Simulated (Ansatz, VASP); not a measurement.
## Si: VASP beside Ansatz

File INCAR:

```
  PREC = Accurate
  ENCUT = 520
  EDIFF = 1E-8
  ISMEAR = -1
  SIGMA = 0.05
  LREAL = F
  LASPH = T
  NELM = 80
  ALGO = Normal
  ISIF = 2
  LWAVE = F
  LCHARG = F
  GGA = PE
  LEFG = T
  NBANDS = 11
```

File KPOINTS:

```
regular mesh
0
Gamma
  16 16 16
```

The input POSCAR:

```
Si
1.0
   -2.2510000000      2.3685000000      1.2622500000
    2.2510000000     -2.3685000000      1.2622500000
    2.2510000000      2.3685000000     -1.2622500000
Si
2
Direct
    0.8070000000      0.5570000000      0.2500000000
    0.1930000000      0.4430000000      0.7500000000
```

Input for Ansatz:

```yaml
crystal:
  lattice:
    - [-2.251, 2.3685, 1.26225]
    - [2.251, -2.3685, 1.26225]
    - [2.251, 2.3685, -1.26225]
  atoms:
    - { symbol: Si, position: [0.807, 0.557, 0.25] }
    - { symbol: Si, position: [0.193, 0.443, 0.75] }
kpoints:
  mp_grid: { grid: [16, 16, 16] }
scf:
  occupations: { method: fermi_dirac, width: 0.05 }
hamiltonian:
  xc: pbe
  pseudopotentials: { kind: all_electron, datasets: crystal }
output:
  forces: true
  stress: true
  eigenvalues: true
  efg: { contact_densities: true }
```

Change from the starting cell: zz strain of -1 %, crystal datasets.

Alike in both runs: task electric field gradients; functional PBE; k mesh 16 × 16 × 16; occupations fermi-dirac, width 0.05 eV; no spin polarisation.

|  | VASP | Ansatz |
| --- | --- | --- |
| version | VASP 6.6.1 | Ansatz 0.2.0 |
| potentials or method | VASP PAW PBE potentials, release 64 (Si), cutoff 520 eV | all-electron PAW with datasets made for the crystal, scalar-relativistic |

|  | VASP | Ansatz | Ansatz less VASP |
| --- | --- | --- | --- |
| pressure (GPa) | 17.4 | 17.4 | +0.07 |
| traceless stress, the component that is largest in VASP (GPa) | -0.96 | -0.94 | +0.017 |
| rms of the force components (eV/Å) | 0.007 | 0.009 | +0.0018 |
| size of Vzz on the site where it differs most (V/Å²) | 25.2 | 25.0 | -0.22 |

Atom by atom the forces differ by 0.002 eV/Å (rms over components). Ansatz ran all-electron here, and VASP with PAW potentials.
